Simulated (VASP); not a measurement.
# BaTe (Fm-3m) in VASP: notebook, part 2 of 2

VASP 6.6.1. Earlier steps stand in the parts before.

### Step 4. Single point, r2SCAN

This run uses another cell than the first one, of 33.58 Å³/atom, 0.986 times its volume.

POSCAR

```
BaTe
1.0
    0.0000000000      3.2262186308      3.2262186308
    3.2262186308      0.0000000000      3.2262186308
    3.2262186308      3.2262186308      0.0000000000
Ba Te
1 1
Direct
    0.0000000000      0.0000000000      0.0000000000
    0.5000000000      0.5000000000      0.5000000000
```

INCAR.step1

```
  ALGO = Normal
  EDIFF = 1E-4
  ENCUT = 520
  GGA = PE
  ISMEAR = 0
  LASPH = T
  LCHARG = F
  LREAL = F
  LWAVE = T
  NBANDS = 15
  NELM = 100
  PREC = Accurate
  SIGMA = 0.02
```

INCAR.step2

```
  ALGO = Normal
  EDIFF = 1E-7
  ENCUT = 520
  ISIF = 2
  ISMEAR = 0
  ISTART = 1
  LASPH = T
  LCHARG = F
  LMIXTAU = T
  LREAL = F
  LWAVE = F
  METAGGA = R2SCAN
  NBANDS = 15
  NELM = 100
  PREC = Accurate
  SIGMA = 0.02
```

KPOINTS

```
k-points
0
Gamma
  8 8 8
```

Potentials or basis: VASP PAW PBE potentials, release 64 (Ba_sv, Te).

Command:

```
cat potpaw_PBE.64/Ba_sv/POTCAR potpaw_PBE.64/Te/POTCAR > POTCAR
cp INCAR.step1 INCAR
mpirun -np 1 vasp_std > vasp.out
cp INCAR.step2 INCAR
mpirun -np 1 vasp_std > vasp.out
```

OUTCAR:

```text
EDIFF = 1E-7
   ENCUT = 520
   ISIF = 2
   ISMEAR = 0
   ISTART = 1
   LASPH = T
   LREAL = F
   METAGGA = R2SCAN
   NELM = 100
   PREC = Accurate

 ion  position               nearest neighbor table
   1  0.000  0.000  0.000-   2 3.23   2 3.23   2 3.23   2 3.23   2 3.23   2 3.23
   2  0.500  0.500  0.500-   1 3.23   1 3.23   1 3.23   1 3.23   1 3.23   1 3.23

  LATTYP: Found a face centered cubic cell.
 ALAT       =     6.4524372616

  Lattice vectors:

 A1 = (   0.0000000000,   3.2262186308,   3.2262186308)
 A2 = (   3.2262186308,   0.0000000000,   3.2262186308)
 A3 = (   3.2262186308,   3.2262186308,   0.0000000000)

Analysis of symmetry for initial positions (statically):
=====================================================================
 Subroutine PRICEL returns:
 Original cell was already a primitive cell.

 Routine SETGRP: Setting up the symmetry group for a
 face centered cubic supercell.

 Subroutine GETGRP returns: Found 48 space group operations
 (whereof 48 operations were pure point group operations)
 out of a pool of 48 trial point group operations.

The static configuration has the point symmetry O_h .

Analysis of symmetry for dynamics (positions and initial velocities):
[... 171 lines left out ...]
      3      -8.2173      2.00000
      4      -8.2173      2.00000
      5      -6.5890      2.00000
      6       3.8832      2.00000
      7       3.8832      2.00000
      8       3.8832      2.00000
      9       6.9202      0.00000
     10       6.9202      0.00000
     11       6.9202      0.00000
     12       7.8846      0.00000
     13       7.8846      0.00000
     14       8.6669      0.00000
[... 401 lines left out ...]
      2      -9.2116      2.00000
      3      -8.4268      2.00000
      4      -8.3121      2.00000
      5      -5.2413      2.00000
      6       1.4949      2.00000
      7       2.4302      2.00000
      8       2.5316      2.00000
      9       8.0648      0.00000
     10       8.4310      0.00000
     11      10.2153      0.00000
     12      10.8312      0.00000
     13      11.5495      0.00000
     14      12.3274      0.00000
     15      13.5583      0.00000

 [... further k-points ...]
[... 5 lines left out ...]
  --------------------------------------------------------------------------------------
  -------------------------------------------------------------------------------------
  Total        6.6181459      6.6181459      6.6181459     -0.0000000      0.0000000     -0.0000000
  in kB      157.8830607    157.8830607    157.8830607     -0.0000000      0.0000000     -0.0000000
  external PRESSURE =     157.8830607 kB  Pullay stress =       0.0000000 kB

 VOLUME and BASIS-vectors are now :
 -----------------------------------------------------------------------------
  energy-cutoff  :      520.00
  volume of cell :       67.16
      direct lattice vectors                 reciprocal lattice vectors
     0.000000000  3.226218631  3.226218631    -0.154980197  0.154980197  0.154980197
     3.226218631  0.000000000  3.226218631     0.154980197 -0.154980197  0.154980197
     3.226218631  3.226218631  0.000000000     0.154980197  0.154980197 -0.154980197

 POSITION                                       TOTAL-FORCE (eV/Angst)
 -----------------------------------------------------------------------------------
      0.00000      0.00000      0.00000         0.000000     -0.000000      0.000000
      3.22622      3.22622      3.22622         0.000000      0.000000     -0.000000
 -----------------------------------------------------------------------------------
    total drift:                                0.000000      0.000000      0.000000

  FREE ENERGIE OF THE ION-ELECTRON SYSTEM (eV)
  ---------------------------------------------------
  free  energy   TOTEN  =       -55.1914972486 eV

  energy  without entropy=      -55.1914972486  energy(sigma->0) =      -55.19149725
```

OUTCAR.step1:

```text
EDIFF = 1E-4
   ENCUT = 520
   GGA = PE
   ISMEAR = 0
   LASPH = T
[... 653 lines left out ...]
 -----------------------------------------------------------------------------------
      0.00000      0.00000      0.00000         0.000000      0.000000      0.000000
      3.22622      3.22622      3.22622        -0.000000     -0.000000     -0.000000
 -----------------------------------------------------------------------------------
    total drift:                                0.000000      0.000000      0.000000

  FREE ENERGIE OF THE ION-ELECTRON SYSTEM (eV)
  ---------------------------------------------------
  free  energy   TOTEN  =        -7.8416231347 eV

  energy  without entropy=       -7.8416231347  energy(sigma->0) =       -7.84162313
```

Run time: 2 min. Hardware: 1 thread of Intel Xeon Platinum 8488C (Sapphire Rapids), shared host; peak memory 0.23 GiB.

What came out:

```
Free energy            : -55.1915 eV
Pressure               : 15.8 GPa
Band gap on the k mesh : 1.15 eV, indirect (least direct gap 1.47 eV)
```

Caveat: the PAW data sets were made with another functional, which shifts forces and pressure a little; spin-orbit coupling is left out, which moves the levels of the heavy elements. A k mesh can miss the band edges.

### Step 5. Single point, r2SCAN

This run uses another cell than the first one, of 29.29 Å³/atom, 0.860 times its volume.

POSCAR

```
BaTe
1.0
    0.0000000000      3.0826256485      3.0826256485
    3.0826256485      0.0000000000      3.0826256485
    3.0826256485      3.0826256485      0.0000000000
Ba Te
1 1
Direct
    0.0000000000      0.0000000000      0.0000000000
    0.5000000000      0.5000000000      0.5000000000
```

INCAR.step1

```
PREC     = Accurate       # precision mode
ENCUT    = 520            # plane-wave cutoff, eV
ISMEAR   = 0              # smearing method
SIGMA    = 0.02           # smearing width, eV
LREAL    = F              # projectors in reciprocal space
LASPH    = T              # aspherical terms in the spheres
NELM     = 100            # most SCF steps
NBANDS   = 15             # bands
GGA      = PE             # functional
ALGO     = Normal         # electronic algorithm
EDIFF    = 1E-4           # SCF threshold, eV
LWAVE    = T              # write WAVECAR
LCHARG   = F              # write CHGCAR
```

INCAR.step2

```
PREC     = Accurate       # precision mode
ENCUT    = 520            # plane-wave cutoff, eV
EDIFF    = 1E-6           # SCF threshold, eV
ISMEAR   = 0              # smearing method
SIGMA    = 0.02           # smearing width, eV
LREAL    = F              # projectors in reciprocal space
LASPH    = T              # aspherical terms in the spheres
NELM     = 100            # most SCF steps
ALGO     = Normal         # electronic algorithm
ISIF     = 2              # what is computed and relaxed
LWAVE    = F              # write WAVECAR
LCHARG   = F              # write CHGCAR
METAGGA  = R2SCAN         # meta-GGA
LMIXTAU  = T            
NBANDS   = 15             # bands
ISTART   = 1
```

KPOINTS

```
regular mesh
0
Gamma
  8 8 8
```

Command:

```
cat potpaw_PBE.64/Ba_sv/POTCAR potpaw_PBE.64/Te/POTCAR > POTCAR
cp INCAR.step1 INCAR
mpirun -np 1 vasp_std > vasp.out
cp INCAR.step2 INCAR
mpirun -np 1 vasp_std > vasp.out
```

Run time: 35 s. Hardware: 1 thread of Intel Xeon 6975P-C (Granite Rapids), shared host; peak memory 0.19 GiB.

The run converged. Its results:

```yaml
Free_energy: -53.9706 eV
Pressure: 31.3 GPa
Band_gap_on_the_k_mesh: 0.57 eV, indirect (least direct gap 0.77 eV)
```

Levels at points of the mesh, in eV from the valence-band top:
```csv
k point,band 5,band 6,band 7,band 8,band 9,band 10,band 11,band 12
"(0.00, 0.00, 0.00)",-10.90,0.00,0.00,0.00,2.72,2.72,2.72,3.88
"(0.50, 0.00, 0.00)",-8.25,-3.52,-2.24,-2.24,5.07,6.00,6.00,6.16
"(0.50, 0.50, 0.00)",-10.74,-0.85,-0.20,-0.20,0.57,5.34,7.39,7.49
```

Caveat: the PAW data sets were made with another functional, which shifts forces and pressure a little; spin-orbit coupling is left out, which moves the levels of the heavy elements. A k mesh can miss the band edges.

### Step 6. The runs side by side

```csv
task,cell,cutoff (eV),gap on the mesh (eV),pressure (GPa)
relaxation of cell and atoms,"relaxed to 15 GPa from a = 4.584 Å, angles 60.0°, 2 atoms",600,1.19,15.0
relaxation of cell and atoms,"relaxed to 60 GPa from a = 4.245 Å, angles 60.0°, 2 atoms",600,none,60.0
single point,"a = 4.563 Å, angles 60.0°, 2 atoms",520,1.15,15.8
single point,"a = 4.359 Å, angles 60.0°, 2 atoms",520,0.57,31.3
```

Alike in all rows: level r2SCAN; potentials or basis VASP PAW PBE potentials, release 64 (Ba_sv, Te); no spin polarisation; k mesh 8 × 8 × 8; smearing gaussian 0.02 eV.

Caveats: the PAW data sets were made with another functional, which shifts forces and pressure a little; spin-orbit coupling is left out, which moves the levels of the heavy elements; the cell is relaxed towards a set pressure, so the enthalpy falls and the energy may rise (some runs).

Absolute energies hang on the potentials; compare differences alone.
